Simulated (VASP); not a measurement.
# Ti (P6/mmm) in VASP: notebook

Ti is run at these levels: LDA; tasks: single point.

Program: VASP 6.6.1. These are calculated values, not measurements. Logs are shortened: lines on timing, memory, paths and dates and some standing lists are left out, and cuts for length are marked.

## (1) The cell of the first run

It takes space group P6/mmm (No. 191, hexagonal). The conventional cell has a = 2.360 Å, b = 2.360 Å, c = 2.323 Å, α = 90.00°, β = 90.00°, γ = 120.00°. Within 3.1 Å of Ti (site symmetry 6/mmm) lie 8 Ti at 2.32 to 2.36 Å.

## (2) Single point, LDA

Input file INCAR:

```
SYSTEM = Ti
  PREC = Accurate
  ENCUT = 520
  EDIFF = 1E-6
  ISMEAR = -1
  SIGMA = 0.05
  LREAL = .FALSE.
  LASPH = .TRUE.
  NELM = 60
  ALGO = Normal
  ISIF = 2
  LWAVE = .FALSE.
  LCHARG = .FALSE.
  NBANDS = 12
```

Input file KPOINTS:

```
Automatic mesh
0
G
  18 18 17
  0 0 0
```

Input file POSCAR:

```
Ti
1.0
    2.3602097586      0.0000000000      0.0000000000
   -1.1801048793      2.0440016092      0.0000000000
    0.0000000000      0.0000000000      2.3226044907
Ti
1
Direct
    0.0000000000      0.0000000000      0.0000000000
```

Potentials or basis: VASP PAW LDA potentials, release 64 (Ti_sv).

Command:

```console
> cat potpaw_LDA.64/Ti_sv/POTCAR > POTCAR
> mpirun -np 1 vasp_std > vasp.out
```

OUTCAR:

```text
SYSTEM = Ti
   PREC = Accurate
   ENCUT = 520
   EDIFF = 1E-6
   ISMEAR = -1
   LREAL = .FALSE.
   LASPH = .TRUE.
   NELM = 60
   ISIF = 2

 ion  position               nearest neighbor table
   1  0.000  0.000  0.000-

  LATTYP: Found a hexagonal cell.
 ALAT       =     2.3602097586
 C/A-ratio  =     0.9840669806

  Lattice vectors:

 A1 = (   2.3602097586,   0.0000000000,   0.0000000000)
 A2 = (  -1.1801048793,   2.0440016092,   0.0000000000)
 A3 = (   0.0000000000,   0.0000000000,   2.3226044907)

Analysis of symmetry for initial positions (statically):
=====================================================================
 Subroutine PRICEL returns:
 Original cell was already a primitive cell.

 Routine SETGRP: Setting up the symmetry group for a
 hexagonal supercell.

 Subroutine GETGRP returns: Found 24 space group operations
 (whereof 24 operations were pure point group operations)
 out of a pool of 24 trial point group operations.

The static configuration has the point symmetry D_6h.

Analysis of symmetry for dynamics (positions and initial velocities):
=====================================================================
 Subroutine PRICEL returns:
 Original cell was already a primitive cell.

 Routine SETGRP: Setting up the symmetry group for a
 hexagonal supercell.

 Subroutine GETGRP returns: Found 24 space group operations
 (whereof 24 operations were pure point group operations)
 out of a pool of 24 trial point group operations.

The dynamic configuration has the point symmetry D_6h.

 Subroutine INISYM returns: Found 24 space group operations
 (whereof 24 operations are pure point group operations),
 and found     1 'primitive' translations

----------------------------------------------------------------------------------------

                                     Primitive cell

  volume of cell :      11.2049

  direct lattice vectors                    reciprocal lattice vectors
     2.360209759  0.000000000  0.000000000     0.423691156  0.244618203  0.000000000
    -1.180104879  2.044001609  0.000000000     0.000000000  0.489236405  0.000000000
     0.000000000  0.000000000  2.322604491     0.000000000  0.000000000  0.430551135

  length of vectors
     2.360209759  2.360209759  2.322604491     0.489236405  0.489236405  0.430551135

  position of ions in fractional coordinates (direct lattice)
     0.000000000  0.000000000  0.000000000

  ion indices of the primitive-cell ions
   primitive index   ion index
                 1           1

----------------------------------------------------------------------------------------

 KPOINTS: Automatic mesh

Automatic generation of k-mesh.
 Grid dimensions read from file:
 generate k-points for:   18   18   17

 Generating k-lattice:

  Cartesian coordinates                     Fractional coordinates (reciprocal lattice)
     0.023538398  0.013589900  0.000000000     0.055555556  0.000000000  0.000000000
     0.000000000  0.027179800  0.000000000     0.000000000  0.055555556  0.000000000
     0.000000000  0.000000000  0.025326537     0.000000000  0.000000000  0.058823529

  Length of vectors
     0.027179800  0.027179800  0.025326537

  Shift w.r.t. Gamma in fractional coordinates (k-lattice)
     0.000000000  0.000000000  0.000000000

 Subroutine IBZKPT returns following result:
 ===========================================

 Found    333 irreducible k-points:

 Following reciprocal coordinates:
            Coordinates               Weight
  0.000000  0.000000  0.000000      1.000000
  0.055556  0.000000  0.000000      6.000000
  0.111111  0.000000  0.000000      6.000000
  0.166667  0.000000  0.000000      6.000000
  0.222222  0.000000  0.000000      6.000000
  0.277778  0.000000  0.000000      6.000000
[... 16 lines left out ...]
  0.333333  0.111111  0.000000     12.000000
  0.388889  0.111111  0.000000     12.000000
 [... further k-points ...]
   k-points           NKPTS =    333   k-points in BZ     NKDIM =    333   number of bands    NBANDS=     12
   number of dos      NEDOS =    301   number of ions     NIONS =      1
   total plane-waves  NPLWV =   5832
   dimension x,y,z NGX =    18 NGY =   18 NGZ =   18
   dimension x,y,z NGXF=    36 NGYF=   36 NGZF=   36
   ions per type =               1
   NGX,Y,Z   is equivalent  to a cutoff of  12.68, 12.68, 12.88 a.u.
   NGXF,Y,Z  is equivalent  to a cutoff of  25.36, 25.36, 25.77 a.u.
 SYSTEM =  Ti
   PREC   = accura    normal or accurate (medium, high low for compatibility)
   ISTART =      0    job   : 0-new  1-cont  2-samecut
   ICHARG =      2    charge: 1-file 2-atom 10-const
   ISPIN  =      1    spin polarized calculation?
   LNONCOLLINEAR =      F non collinear calculations
   LSORBIT =      F    spin-orbit coupling
   LASPH  =      T    aspherical Exc in radial PAW
   ENCUT  =  520.0 eV  38.22 Ry    6.18 a.u.   4.39  4.39  4.32*2*pi/ulx,y,z
   NELM   =     60;   NELMIN=  2; NELMDL= -5     # of ELM steps
   EDIFF  = 0.1E-05   stopping-criterion for ELM
   LREAL  =      F    real-space projection
   EDIFFG = 0.1E-04   stopping-criterion for IOM
   NSW    =      0    number of steps for IOM
   IBRION =     -1    ionic relax: 0-MD 1-quasi-New 2-CG
   NFREE  =      0    steps in history (QN), initial steepest desc. (CG)
   ISIF   =      2    stress and relaxation
   ISYM   =      2    0-nonsym 1-usesym 2-fastsym
   POTIM  = 0.5000    time-step for ionic-motion
   TEBEG  =    0.0;   TEEND  =   0.0 temperature during run
   PSTRESS=    0.0 pullay stress
   NELECT =      12.0000    total number of electrons
   NUPDOWN=      -1.0000    fix difference up-down
   EMIN   =  10.00;   EMAX   =-10.00  energy-range for DOS
   EFERMI =   0.00;   METHOD = LEGACY
   ISMEAR =    -1;   SIGMA  =   0.05  broadening in eV -4-tet -1-fermi 0-gaus
   EFERMI_NEDOS =   21; number of points for ismear=-14 and -15
   IALGO  =     38    algorithm
   IMIX   =      4    mixing-type and parameters
     AMIX     =   0.40;   BMIX     =  1.00
     AMIX_MAG =   1.60;   BMIX_MAG =  1.00
  volume/ion in A,a.u.               =      11.20        75.61
  Fermi-wavevector in a.u.,A,eV,Ry     =   1.674941  3.165180 38.170162  2.805428
  Thomas-Fermi vector in A             =   2.759648
   LORBIT       =      0    0 simple, 1 ext, 2 COOP (PROOUT), +10 PAW based schemes
   GGA     = CA    functional components
   LHFCALC =     F    Hartree Fock is set to
   AEXX    =    0.0000 exact exchange contribution
   IVDW    =     0    specifies the selected vdW correction
   LEPSILON=     F    determine dielectric tensor
   LRPA    =     F    only Hartree local field effects (RPA)
 non-spin polarized calculation
  energy-cutoff  :      520.00
  volume of cell :       11.20
 maximum number of plane-waves:       320
 NGX is ok and might be reduce to    18
   NGX =  9   NGY =  9   NGZ =  9

 number of electron      12.0000007 magnetization

 Free energy of the ion-electron system (eV)
  ---------------------------------------------------
  ext. energy  EPLUGINS =         0.00000000
  ---------------------------------------------------
  free energy    TOTEN  =        -7.34586608 eV

  energy without entropy =       -7.33947694  energy(sigma->0) =       -7.34267151

 E-fermi :  13.2553     XC(G=0): -14.0001

 val. band max:       13.2543812263   @ k =   0.2222   0.1667   0.4706
 cond. band min:      13.2596944193   @ k =   0.2222   0.1111   0.0588
 fundamental gap:      0.0053131930
 Fermi energy:        13.2553441169

 k-point     1 :       0.0000    0.0000    0.0000
  band No.  band energies     occupation
      1     -42.5916      2.00000
      2     -17.6782      2.00000
      3     -17.2706      2.00000
      4     -17.2706      2.00000
      5       7.1549      2.00000
      6      10.6641      2.00000
      7      14.5122      0.00000
      8      14.5122      0.00000
      9      19.5899      0.00000
     10      19.5899      0.00000
     11      32.2102      0.00000
     12      33.5705      0.00000

 k-point     2 :       0.0556    0.0000    0.0000
  band No.  band energies     occupation
      1     -42.5685      2.00000
      2     -17.6662      2.00000
      3     -17.3755      2.00000
      4     -17.2923      2.00000
      5       7.3102      2.00000
      6      10.7507      2.00000
      7      14.3536      0.00000
      8      14.6473      0.00000
      9      19.4302      0.00000
     10      19.5655      0.00000
     11      32.4528      0.00000
     12      33.8405      0.00000

 k-point     3 :       0.1111    0.0000    0.0000
  band No.  band energies     occupation
      1     -42.5016      2.00000
      2     -17.6731      2.00000
      3     -17.6315      2.00000
      4     -17.3546      2.00000
      5       7.7474      2.00000
      6      10.9960      2.00000
      7      13.9494      0.00000
      8      15.0446      0.00000
      9      18.9952      0.00000
     10      19.4958      0.00000
     11      33.0187      0.00000
     12      34.6013      0.00000
[... 286 lines left out ...]
 k-point    23 :       0.3333    0.1111    0.0000
  band No.  band energies     occupation
      1     -41.8408      2.00000
      2     -20.0101      2.00000
      3     -18.1188      2.00000
      4     -17.3035      2.00000
      5      10.2379      2.00000
      6      12.1439      2.00000
      7      14.8401      0.00000
      8      16.1649      0.00000
      9      18.5990      0.00000
     10      20.1345      0.00000
     11      28.2256      0.00000
     12      32.0675      0.00000

 k-point    24 :       0.3889    0.1111    0.0000
  band No.  band energies     occupation
      1     -41.7687      2.00000
      2     -20.2330      2.00000
      3     -18.1951      2.00000
      4     -17.2692      2.00000
      5      10.0491      2.00000
      6      12.5113      2.00000
      7      15.4607      0.00000
      8      15.9335      0.00000
      9      18.5083      0.00000
     10      20.8013      0.00000
     11      27.3211      0.00000
     12      31.4417      0.00000

 [... further k-points ...]
[... 5 lines left out ...]
  --------------------------------------------------------------------------------------
  -------------------------------------------------------------------------------------
  Total        5.2684512      5.2684512      5.2508593      0.0000000      0.0000000      0.0000000
  in kB      753.3320556    753.3320556    750.8166068      0.0000000      0.0000000      0.0000000
  external PRESSURE =     752.4935727 kB  Pullay stress =       0.0000000 kB

 VOLUME and BASIS-vectors are now :
 -----------------------------------------------------------------------------
  energy-cutoff  :      520.00
  volume of cell :       11.20
      direct lattice vectors                 reciprocal lattice vectors
     2.360209759  0.000000000  0.000000000     0.423691156  0.244618203  0.000000000
    -1.180104879  2.044001609  0.000000000     0.000000000  0.489236405  0.000000000
     0.000000000  0.000000000  2.322604491     0.000000000  0.000000000  0.430551135

 POSITION                                       TOTAL-FORCE (eV/Angst)
 -----------------------------------------------------------------------------------
      0.00000      0.00000      0.00000         0.000000      0.000000      0.000000
 -----------------------------------------------------------------------------------
    total drift:                                0.000000      0.000000      0.000000

  FREE ENERGIE OF THE ION-ELECTRON SYSTEM (eV)
  ---------------------------------------------------
  free  energy   TOTEN  =        -7.3458660765 eV

  energy  without entropy=       -7.3394769441  energy(sigma->0) =       -7.34267151
```

Wall time 18 s (1 thread of Intel Xeon 6975P-C (Granite Rapids), shared host); peak memory 0.15 GiB.

What came out:

```
Free energy            : -7.3459 eV
Pressure               : 75.2 GPa
Band gap on the k mesh : zero (band 6 reaches 14.07 eV, above the bottom of band 7 at 12.44 eV)
```

Stress tensor (GPa, compression positive):
```
75.33  0.00  0.00
 0.00 75.33  0.00
 0.00  0.00 75.08
```

(Part 1 of 2 ends here.)
